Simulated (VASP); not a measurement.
Write the native input for VASP 6.6.1 that does the following.

- Task: relaxation of cell and atoms
- Functional: RPBE
- Potentials or basis: VASP PAW PBE potentials, release 64 (Sb)
- Cutoff: 600 eV
- k mesh: 12 × 12 × 12
- Occupations: fermi-dirac, width 0.05 eV
- Spin: no spin polarisation
- Dipole correction: no
- Further INCAR settings: ALGO = Normal; EDIFF = 1e-07; IBRION = 2; EDIFFG = -0.01; NSW = 60; ISIF = 3

The structure of Sb lies in POSCAR:

```
Sb
1.0
   -1.5765401831      1.5765401831      2.7119384313
    1.5765401831     -1.5765401831      2.7119384313
    1.5765401831      1.5765401831     -2.7119384313
Sb
1
Direct
    0.0000000000      0.0000000000      0.0000000000
```

These files were run (other wordings do the same):

INCAR

```
  ALGO = Normal
  EDIFF = 1E-7
  EDIFFG = -0.01
  ENCUT = 600
  GGA = RP
  IBRION = 2
  ISIF = 3
  ISMEAR = -1
  LASPH = True
  LCHARG = False
  LREAL = False
  LWAVE = False
  NELM = 60
  NSW = 60
  PREC = Accurate
  SIGMA = 0.05
```

KPOINTS

```
k-points
0
Gamma
  12 12 12
```

Potentials or basis: VASP PAW PBE potentials, release 64 (Sb).

Launch:

```bash
$ cat potpaw_PBE.64/Sb/POTCAR > POTCAR
$ mpirun -np 1 vasp_std > vasp.out
```

It gave:

* Relaxed volume: 28.14 Å³/atom
* Relaxed cell: a = 3.522 Å, b = 3.522 Å, c = 3.522 Å, α = 125.14°, β = 125.14°, γ = 81.31°
* Space group after relaxing (to 0.05 Å): I4/mmm (No. 139)
* Energy gained by relaxing: 13.3 meV/atom
* Ionic steps: 10
* Pressure after relaxing: 0.0 GPa

Caveat: the PAW data sets were made with another functional, which shifts forces and pressure a little.

Run time: 2 min on 1 thread of Intel Xeon 6975P-C, with other jobs on the host, peak memory 0.18 GiB.
